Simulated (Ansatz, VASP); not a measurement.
## Two plane-wave programs on KI

INCAR

```
PREC = Accurate ; ENCUT = 520
EDIFF = 1E-7 ; ISMEAR = 0
SIGMA = 0.05 ; LREAL = F
LASPH = T ; NELM = 100
ALGO = Normal ; ISIF = 2
LWAVE = F ; LCHARG = F
GGA = PE ; NBANDS = 15
```

KPOINTS

```
regular mesh
0
Gamma
  6 6 6
```

The input POSCAR:

```
KI
1.0
    0.0000000000      3.6126637500      3.6126637500
    3.6126637500      0.0000000000      3.6126637500
    3.6126637500      3.6126637500      0.0000000000
K I
1 1
Direct
    0.0000000000      0.0000000000      0.0000000000
    0.5000000000      0.5000000000      0.5000000000
```

Input for Ansatz:

```yaml
crystal:
  lattice:
    - [0.0, 3.61266375, 3.61266375]
    - [3.61266375, 0.0, 3.61266375]
    - [3.61266375, 3.61266375, 0.0]
  atoms:
    - { symbol: K, position: [0.0, 0.0, 0.0] }
    - { symbol: I, position: [0.5, 0.5, 0.5] }
basis:
  ecutwfc: 420
kpoints:
  mp_grid: { grid: [6, 6, 6] }
hamiltonian:
  xc: pbe
scf:
  occupations: { method: gaussian, width: 0.05 }
output:
  forces: true
  stress: true
  eigenvalues: true
```

Change from the starting cell: strain +0.025 along x and y, +0.025 along z, atoms carried along.

Alike in both runs: task single point; functional PBE; k mesh 6 × 6 × 6; occupations gaussian, width 0.05 eV; no spin polarisation.

|  | VASP | Ansatz |
| --- | --- | --- |
| version | VASP 6.6.1 | Ansatz 0.2.0 |
| potentials or method | VASP PAW PBE potentials, release 64 (K_sv, I), cutoff 520 eV | scalar-relativistic, plane waves, PAW |
| valence electrons in the cell | 16 | 26 |

|  | VASP | Ansatz | Ansatz less VASP |
| --- | --- | --- | --- |
| gap on the k mesh at the Fermi level (eV) | 3.81 | 3.82 | +0.003 |
| least direct gap on the mesh (eV) | 3.81 | 3.82 | +0.003 |
| pressure (GPa) | -0.2 | -0.2 | -0.02 |

VASP's potentials hold 16 valence electrons a cell and Ansatz's 26, so a difference there can come from the potentials and not from the codes.

Neither program's run includes spin-orbit coupling.
